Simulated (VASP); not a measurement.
# Ni (Fm-3m) in VASP: single point with PBE

Aim: the single point of Ni with PBE.

Program: VASP 6.6.1. These are calculated values, not measurements. Logs are shortened: lines on timing, memory, paths and dates and some standing lists are left out, and cuts for length are marked.

**1. The cell of the first run**

The structure is cubic, space group Fm-3m (No. 225). Conventional cell: a = 3.535 Å, b = 3.535 Å, c = 3.535 Å, α = 90.00°, β = 90.00°, γ = 90.00°. Ni (site symmetry m-3m) has 12 Ni at 2.50 Å within 3.3 Å.

**2. Single point, PBE, collinear spin**

INCAR reads:

```
SYSTEM = Ni
PREC = Accurate
ENCUT = 520
EDIFF = 1E-6
ISMEAR = -1
SIGMA = 0.1
LREAL = .False.
LASPH = .True.
NELM = 150
ALGO = Normal
ISIF = 2
LWAVE = .False.
LCHARG = .True.
ISPIN = 2
MAGMOM = 0.06 0.06
LORBIT = 11
LMAXMIX = 4
GGA = PE
LELF = .True.
LVHAR = .True.
ISYM = 0
NBANDS = 21
```

KPOINTS reads:

```
Automatic mesh
0
Gamma
  7 10 12
  0 0 0
```

POSCAR reads:

```
Ni
1.0
   -1.7673500000     -1.7673500000     -3.5347000000
    1.7673500000     -1.7673500000      0.0000000000
   -1.7673500000     -1.7673500000      0.0000000000
Ni
2
Direct
    0.0000000000      0.0000000000      0.0000000000
    0.5000000000      0.5000000000      0.0000000000
```

Potentials or basis: VASP PAW PBE potentials, release 64 (Ni).

The run is started by

```console
$ cat potpaw_PBE.64/Ni/POTCAR > POTCAR
$ mpirun -np 1 vasp_std > vasp.out
```

OUTCAR:

```text
SYSTEM = Ni
   PREC = Accurate
   ENCUT = 520
   EDIFF = 1E-6
   ISMEAR = -1
   LREAL = .False.
   LASPH = .True.
   NELM = 150
   ISIF = 2
   ISPIN = 2
   LORBIT = 11
   GGA = PE
   ISYM = 0

 ion  position               nearest neighbor table
   1  0.000  0.000  0.000-   2 2.50   2 2.50   2 2.50   2 2.50   2 2.50   2 2.50   2 2.50   2 2.50

   2  0.500  0.500  0.000-   1 2.50   1 2.50   1 2.50   1 2.50   1 2.50   1 2.50   1 2.50   1 2.50

IMPORTANT INFORMATION: All symmetrisations will be switched off!
NOSYMM: (Re-)initialisation of all symmetry stuff for point group C_1.

----------------------------------------------------------------------------------------

                                     Primitive cell

  volume of cell :      22.0815

  direct lattice vectors                    reciprocal lattice vectors
    -1.767350000 -1.767350000 -3.534700000     0.000000000  0.000000000 -0.282909441
     1.767350000 -1.767350000  0.000000000     0.282909441 -0.282909441  0.000000000
    -1.767350000 -1.767350000  0.000000000    -0.282909441 -0.282909441  0.282909441

  length of vectors
     4.329105697  2.499410339  2.499410339     0.282909441  0.400094368  0.490013525

  position of ions in fractional coordinates (direct lattice)
     0.000000000  0.000000000  0.000000000
     0.500000000  0.500000000  0.000000000

  ion indices of the primitive-cell ions
   primitive index   ion index
                 1           1
                 2           2

----------------------------------------------------------------------------------------

 KPOINTS: Automatic mesh

Automatic generation of k-mesh.
 Grid dimensions read from file:
 generate k-points for:    7   10   12

 Generating k-lattice:

  Cartesian coordinates                     Fractional coordinates (reciprocal lattice)
     0.000000000  0.000000000 -0.040415634     0.142857143  0.000000000  0.000000000
     0.028290944 -0.028290944  0.000000000     0.000000000  0.100000000  0.000000000
    -0.023575787 -0.023575787  0.023575787     0.000000000  0.000000000  0.083333333

  Length of vectors
     0.040415634  0.040009437  0.040834460

  Shift w.r.t. Gamma in fractional coordinates (k-lattice)
     0.000000000  0.000000000  0.000000000

 -----------------------------------------------------------------------------
|                                                                             |
|           W    W    AA    RRRRR   N    N  II  N    N   GGGG   !!!           |
|           W    W   A  A   R    R  NN   N  II  NN   N  G    G  !!!           |
|           W    W  A    A  R    R  N N  N  II  N N  N  G       !!!           |
|           W WW W  AAAAAA  RRRRR   N  N N  II  N  N N  G  GGG   !            |
|           WW  WW  A    A  R   R   N   NN  II  N   NN  G    G                |
|           W    W  A    A  R    R  N    N  II  N    N   GGGG   !!!           |
|                                                                             |
|     Your reciprocal lattice and k-lattice belong to different lattice       |
|     classes:                                                                |
|                                                                             |
|        The reciprocal lattice is simple tetragonal,                         |
|        whereas your k-lattice is simple monoclinic.                         |
|                                                                             |
|     Results are often still useful ...                                      |
|                                                                             |
 -----------------------------------------------------------------------------

 WARNING: IBZKPT: internal override: KBLOWUP is changed to .FALSE.
      ... skipping the blow-up phase ...

 Subroutine IBZKPT returns following result:
 ===========================================

 Found    422 irreducible k-points:

 Following reciprocal coordinates:
            Coordinates               Weight
  0.000000  0.000000  0.000000      1.000000
  0.142857  0.000000  0.000000      2.000000
  0.285714  0.000000  0.000000      2.000000
  0.428571  0.000000  0.000000      2.000000
  0.000000  0.100000  0.000000      2.000000
  0.142857  0.100000  0.000000      2.000000
[... 16 lines left out ...]
 -0.428571  0.300000  0.000000      2.000000
 -0.285714  0.300000  0.000000      2.000000
 [... further k-points ...]
   k-points           NKPTS =    422   k-points in BZ     NKDIM =    422   number of bands    NBANDS=     21
   number of dos      NEDOS =    301   number of ions     NIONS =      2
   total plane-waves  NPLWV =  12800
   dimension x,y,z NGX =    32 NGY =   20 NGZ =   20
   dimension x,y,z NGXF=    64 NGYF=   40 NGZF=   40
   ions per type =               2
   NGX,Y,Z   is equivalent  to a cutoff of  12.29, 13.30, 13.30 a.u.
   NGXF,Y,Z  is equivalent  to a cutoff of  24.58, 26.61, 26.61 a.u.
 SYSTEM =  Ni
   PREC   = accura    normal or accurate (medium, high low for compatibility)
   ISTART =      0    job   : 0-new  1-cont  2-samecut
   ICHARG =      2    charge: 1-file 2-atom 10-const
   ISPIN  =      2    spin polarized calculation?
   LNONCOLLINEAR =      F non collinear calculations
   LSORBIT =      F    spin-orbit coupling
   LASPH  =      T    aspherical Exc in radial PAW
   ENCUT  =  520.0 eV  38.22 Ry    6.18 a.u.   8.05  4.65  4.65*2*pi/ulx,y,z
   NELM   =    150;   NELMIN=  2; NELMDL= -5     # of ELM steps
   EDIFF  = 0.1E-05   stopping-criterion for ELM
   LREAL  =      F    real-space projection
   EDIFFG = 0.1E-04   stopping-criterion for IOM
   NSW    =      0    number of steps for IOM
   IBRION =     -1    ionic relax: 0-MD 1-quasi-New 2-CG
   NFREE  =      0    steps in history (QN), initial steepest desc. (CG)
   ISIF   =      2    stress and relaxation
   ISYM   =      0    0-nonsym 1-usesym 2-fastsym
   POTIM  = 0.5000    time-step for ionic-motion
   TEBEG  =    0.0;   TEEND  =   0.0 temperature during run
   PSTRESS=    0.0 pullay stress
   NELECT =      20.0000    total number of electrons
   NUPDOWN=      -1.0000    fix difference up-down
   EMIN   =  10.00;   EMAX   =-10.00  energy-range for DOS
   EFERMI =   0.00;   METHOD = LEGACY
   ISMEAR =    -1;   SIGMA  =   0.10  broadening in eV -4-tet -1-fermi 0-gaus
   EFERMI_NEDOS =   21; number of points for ismear=-14 and -15
   IALGO  =     38    algorithm
   IMIX   =      4    mixing-type and parameters
     AMIX     =   0.40;   BMIX     =  1.00
     AMIX_MAG =   1.60;   BMIX_MAG =  1.00
  volume/ion in A,a.u.               =      11.04        74.51
  Fermi-wavevector in a.u.,A,eV,Ry     =   1.583953  2.993237 34.135750  2.508907
  Thomas-Fermi vector in A             =   2.683645
   LORBIT       =     11    0 simple, 1 ext, 2 COOP (PROOUT), +10 PAW based schemes
   GGA     = PE    functional components
   LHFCALC =     F    Hartree Fock is set to
   AEXX    =    0.0000 exact exchange contribution
   IVDW    =     0    specifies the selected vdW correction
   LEPSILON=     F    determine dielectric tensor
   LRPA    =     F    only Hartree local field effects (RPA)
 spin polarized calculation
  energy-cutoff  :      520.00
  volume of cell :       22.08
 maximum number of plane-waves:       610
   NGX = 17   NGY =  9   NGZ =  9

 number of electron      19.9999988 magnetization      -0.0009950

 number of electron      19.9999988 magnetization       0.0003746

 Free energy of the ion-electron system (eV)
  ---------------------------------------------------
  ext. energy  EPLUGINS =         0.00000000
  ---------------------------------------------------
  free energy    TOTEN  =       -10.92751773 eV

  energy without entropy =      -10.75127735  energy(sigma->0) =      -10.83939754

 E-fermi :   9.0078     XC(G=0): -13.1676

 val. band max:        9.0074475975   @ k =   0.4286   0.5000   0.2500
 cond. band min:       9.0084139724   @ k =   0.2857   0.0000   0.0833
 fundamental gap:      0.0009663749
 Fermi energy:         9.0077757628

 spin component 1

 k-point     1 :       0.0000    0.0000    0.0000
  band No.  band energies     occupation
      1       0.2439      1.00000
      2       4.7994      1.00000
      3       5.3800      1.00000
      4       7.1725      1.00000
      5       7.1728      1.00000
      6       7.1753      1.00000
[... 13 lines left out ...]
     20      36.5064      0.00000
     21      36.5073      0.00000

 k-point     2 :       0.1429    0.0000    0.0000
  band No.  band energies     occupation
      1       0.5067      1.00000
      2       4.7965      1.00000
      3       5.4619      1.00000
      4       7.0762      1.00000
      5       7.2466      1.00000
      6       7.2490      1.00000
[... 13 lines left out ...]
     20      34.6822      0.00000
     21      35.3490      0.00000

 k-point     3 :       0.2857    0.0000    0.0000
  band No.  band energies     occupation
      1       1.2730      1.00000
      2       4.6108      1.00000
      3       5.6949      1.00000
      4       6.8109      1.00000
      5       7.4630      1.00000
      6       7.4654      1.00000
[... 13 lines left out ...]
     20      32.6611      0.00000
     21      33.2658      0.00000
[... 457 lines left out ...]
 k-point    23 :      -0.4286    0.3000    0.0000
  band No.  band energies     occupation
      1       3.9668      1.00000
      2       4.7434      1.00000
      3       6.7238      1.00000
      4       6.9542      1.00000
      5       7.1111      1.00000
      6       7.2096      1.00000
[... 13 lines left out ...]
     20      34.4043      0.00000
     21      37.8939      0.00000

 k-point    24 :      -0.2857    0.3000    0.0000
  band No.  band energies     occupation
      1       3.1844      1.00000
      2       5.3309      1.00000
      3       6.3167      1.00000
      4       6.8538      1.00000
      5       7.0871      1.00000
      6       7.3269      1.00000
[... 13 lines left out ...]
     20      34.3563      0.00000
     21      38.7335      0.00000

 [... further k-points ...]

 spin component 2

 k-point     1 :       0.0000    0.0000    0.0000
  band No.  band energies     occupation
      1       0.2438      1.00000
      2       4.7995      1.00000
      3       5.3802      1.00000
      4       7.1727      1.00000
      5       7.1730      1.00000
      6       7.1756      1.00000
[... 13 lines left out ...]
     20      36.5064      0.00000
     21      36.5073      0.00000

 k-point     2 :       0.1429    0.0000    0.0000
  band No.  band energies     occupation
      1       0.5067      1.00000
      2       4.7966      1.00000
      3       5.4621      1.00000
      4       7.0764      1.00000
      5       7.2468      1.00000
      6       7.2493      1.00000
[... 13 lines left out ...]
     20      34.6822      0.00000
     21      35.3490      0.00000

 k-point     3 :       0.2857    0.0000    0.0000
  band No.  band energies     occupation
      1       1.2729      1.00000
      2       4.6108      1.00000
      3       5.6951      1.00000
      4       6.8111      1.00000
      5       7.4632      1.00000
      6       7.4657      1.00000
[... 13 lines left out ...]
     20      32.6611      0.00000
     21      33.2658      0.00000
[... 457 lines left out ...]
 k-point    23 :      -0.4286    0.3000    0.0000
  band No.  band energies     occupation
      1       3.9668      1.00000
      2       4.7435      1.00000
      3       6.7239      1.00000
      4       6.9543      1.00000
      5       7.1112      1.00000
      6       7.2098      1.00000
[... 13 lines left out ...]
     20      34.4043      0.00000
     21      37.8939      0.00000

 k-point    24 :      -0.2857    0.3000    0.0000
  band No.  band energies     occupation
      1       3.1843      1.00000
      2       5.3310      1.00000
      3       6.3168      1.00000
      4       6.8540      1.00000
      5       7.0873      1.00000
      6       7.3271      1.00000
[... 13 lines left out ...]
     20      34.3563      0.00000
     21      38.7334      0.00000

 [... further k-points ...]

------------------------ aborting loop because EDIFF is reached ----------------------------------------

  FORCE on cell =-STRESS in cart. coord.  units (eV):
  Direction    XX          YY          ZZ          XY          YZ          ZX
  --------------------------------------------------------------------------------------
  -------------------------------------------------------------------------------------
  Total       -0.4612543     -0.4612554     -0.4080893      0.0035765     -0.0038609     -0.0038609
  in kB      -33.4675033    -33.4675823    -29.6099786      0.2595038     -0.2801353     -0.2801395
  external PRESSURE =     -32.1816881 kB  Pullay stress =       0.0000000 kB

 VOLUME and BASIS-vectors are now :
 -----------------------------------------------------------------------------
  energy-cutoff  :      520.00
  volume of cell :       22.08
      direct lattice vectors                 reciprocal lattice vectors
    -1.767350000 -1.767350000 -3.534700000     0.000000000  0.000000000 -0.282909441
     1.767350000 -1.767350000  0.000000000     0.282909441 -0.282909441  0.000000000
    -1.767350000 -1.767350000  0.000000000    -0.282909441 -0.282909441  0.282909441

 POSITION                                       TOTAL-FORCE (eV/Angst)
 -----------------------------------------------------------------------------------
      0.00000      0.00000      0.00000         0.000000     -0.000000     -0.000000
      0.00000     -1.76735     -1.76735        -0.000000      0.000000      0.000000
 -----------------------------------------------------------------------------------
    total drift:                                0.000000      0.000000     -0.000000

  FREE ENERGIE OF THE ION-ELECTRON SYSTEM (eV)
  ---------------------------------------------------
  free  energy   TOTEN  =       -10.9275177315 eV

  energy  without entropy=      -10.7512773478  energy(sigma->0) =      -10.83939754

 total charge

# of ion       s       p       d       tot
------------------------------------------
    1        0.488   0.480   8.318   9.287
    2        0.488   0.480   8.318   9.287
--------------------------------------------------
tot          0.976   0.961  16.637  18.573

 magnetization (x)

# of ion       s       p       d       tot
------------------------------------------
    1       -0.000  -0.000   0.000   0.000
    2       -0.000  -0.000   0.000   0.000
--------------------------------------------------
tot         -0.000  -0.000   0.001   0.001
```

It took 5.9 min on 1 thread of Intel Xeon Platinum 8259CL at 2.50GHz (Skylake/Cascade Lake), shared host; peak memory 0.36 GiB.

Results:

```
Free energy                                           : -10.9275 eV
Pressure                                              : -3.2 GPa
Band gap on the k mesh                                : zero (filled and empty bands overlap)
Net moment                                            : 0.00 μB per cell
Valence electrons inside the program's atomic spheres : Ni 9.29
```

Levels at points of the mesh, in eV from the Fermi level:
Spin up:
```tsv
k point	band 6	band 7	band 8	band 9	band 10	band 11	band 12	band 13	band 14	band 15
(0.00, 0.00, 0.00)	-1.83	-0.76	-0.76	-0.06	0.14	0.14	2.58	9.38	14.86	14.86
(0.00, 0.50, 0.00)	-2.26	-1.20	-1.20	-0.78	-0.78	1.39	1.39	11.65	11.65	12.99
(0.00, 0.00, 0.50)	-1.88	-0.13	-0.13	-0.04	-0.04	-0.04	-0.04	5.94	5.94	22.18
(0.00, 0.50, 0.50)	-2.53	-0.84	-0.84	0.14	0.14	7.90	7.90	7.90	7.90	10.11
```
Spin down:
```csv
k point,band 8,band 9,band 10,band 11,band 12,band 13
"(0.00, 0.00, 0.00)",-0.76,-0.06,0.14,0.14,2.58,9.38
"(0.00, 0.50, 0.00)",-1.20,-0.78,-0.78,1.39,1.39,11.65
"(0.00, 0.00, 0.50)",-0.13,-0.04,-0.04,-0.04,-0.04,5.94
"(0.00, 0.50, 0.50)",-0.84,0.14,0.14,7.90,7.90,7.90
```

Caveat: the cell stands under tension.
